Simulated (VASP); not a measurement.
A run of VASP 6.6.1 is set up as follows.

File INCAR:

```
  ALGO = Fast
  EDIFF = 1E-6
  ENCUT = 520
  GGA = CA
  ISIF = 2
  ISMEAR = -1
  LASPH = True
  LCHARG = False
  LREAL = False
  LWAVE = False
  NBANDS = 26
  NELM = 80
  PREC = Accurate
  SIGMA = 0.05
```

Contents of KPOINTS:

```
k-points
0
Gamma
  9 9 9
```

File POSCAR:

```
In
1.0
    1.7023831070      0.9828713451      8.3684347693
   -1.7023831070      0.9828713451      8.3684347693
    0.0000000000     -1.9657426901      8.3684347693
In
3
Direct
    0.2219877600      0.2219877600      0.2219877600
    0.7780122400      0.7780122400      0.7780122400
    0.0000000000      0.0000000000      0.0000000000
```

Potentials or basis: VASP PAW LDA potentials, release 64 (In_d).

Run with:

```sh
$ cat potpaw_LDA.64/In_d/POTCAR > POTCAR
$ mpirun -np 1 vasp_std > vasp.out
```

Question: Estimate the largest force.

Answer: 0.047 eV/Å.

Question: Estimate the band gap on the k mesh.

Answer: Zero (an odd number of electrons rules out a gap without spin polarisation).

Question: Predict the pressure.

Answer: -4.4 GPa.

Forces in eV/Å, atoms in the order of the input:
```
In   0.000  0.000 -0.047
In   0.000  0.000  0.047
In   0.000  0.000  0.000
```

Caveat: the cell stands under tension; spin-orbit coupling is left out, which moves the levels of the heavy elements.
